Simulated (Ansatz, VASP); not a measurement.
This is a calculation of TiO2 for Ansatz 0.2.0.

The input input.yaml:

```yaml
crystal:
  lattice:
    - [4.5689650023, 0.0, 0.0]
    - [0.0, 4.5689650023, 0.0]
    - [0.0, 0.0, 2.9393524679]
  atoms:
    - { symbol: Ti, position: [0.0, 0.0, 0.5] }
    - { symbol: Ti, position: [0.5, 0.5, 0.0] }
    - { symbol: O, position: [0.30432132, 0.30432132, 0.5] }
    - { symbol: O, position: [0.19567868, 0.80432132, 0.0] }
    - { symbol: O, position: [0.80432132, 0.19567868, 0.0] }
    - { symbol: O, position: [0.69567868, 0.69567868, 0.5] }
hamiltonian:
  xc: pbe
  pseudopotentials: { kind: paw, partial_waves: polarizable }
kpoints:
  mp_grid: { grid: [6, 6, 9] }
scf:
  occupations: { method: fermi_dirac, width: 0.05 }
output:
  forces: true
  stress: true
  eigenvalues: true
```

Potentials or basis: Ansatz PAW polarizable.

Launch:

```bash
$ ansatz run input.yaml --threads 2 --pin off --max-ram 5120MiB --backend cpu --events-out ev --progress --plain --runs-dir out
```

Question: Set up the same calculation for VASP 6.6.1. Potentials there: VASP PAW PBE potentials, release 64 (Ti_sv, O).

Answer: As run (the cutoff follows the program's own potentials):

The input INCAR:

```
SYSTEM = TiO2
  ALGO = Normal
  EDIFF = 1E-6
  ENCUT = 600
  GGA = PE
  GGA_COMPAT = .False.
  ISIF = 2
  ISMEAR = -1
  LASPH = .True.
  LCHARG = .False.
  LREAL = .False.
  LWAVE = .False.
  NBANDS = 33
  NELM = 120
  PREC = Accurate
  SIGMA = 0.05
```

Contents of KPOINTS:

```
k-points
0
Gamma
  6 6 9
  0 0 0
```

Contents of POSCAR:

```
TiO2
1.0
    4.5689650023      0.0000000000      0.0000000000
    0.0000000000      4.5689650023      0.0000000000
    0.0000000000      0.0000000000      2.9393524679
Ti O
2 4
Direct
    0.0000000000      0.0000000000      0.5000000000
    0.5000000000      0.5000000000      0.0000000000
    0.3043213200      0.3043213200      0.5000000000
    0.1956786800      0.8043213200      0.0000000000
    0.8043213200      0.1956786800      0.0000000000
    0.6956786800      0.6956786800      0.5000000000
```

Potentials or basis: VASP PAW PBE potentials, release 64 (Ti_sv, O).

Launch:

```console
$ cat potpaw_PBE.64/Ti_sv/POTCAR potpaw_PBE.64/O/POTCAR > POTCAR
$ mpirun -np 1 vasp_std > vasp.out
```

Both were run:

|  | VASP | Ansatz | Ansatz less VASP |
| --- | --- | --- | --- |
| gap on the k mesh at the Fermi level (eV) | 1.89 | 1.92 | +0.026 |
| least direct gap on the mesh (eV) | 1.89 | 1.92 | +0.026 |
| pressure (GPa) | 9.9 | 9.4 | -0.45 |
| traceless stress, the component that is largest in VASP (GPa) | 0.50 | 0.30 | -0.199 |
| rms of the force components (eV/Å) | 0.055 | 0.044 | -0.0117 |

Atom by atom the forces differ by 0.012 eV/Å (rms over components).

Noted on Ansatz's run: odd divisions of the mesh miss points on the zone boundary, where band edges often lie, so the gap on the mesh can be too wide.
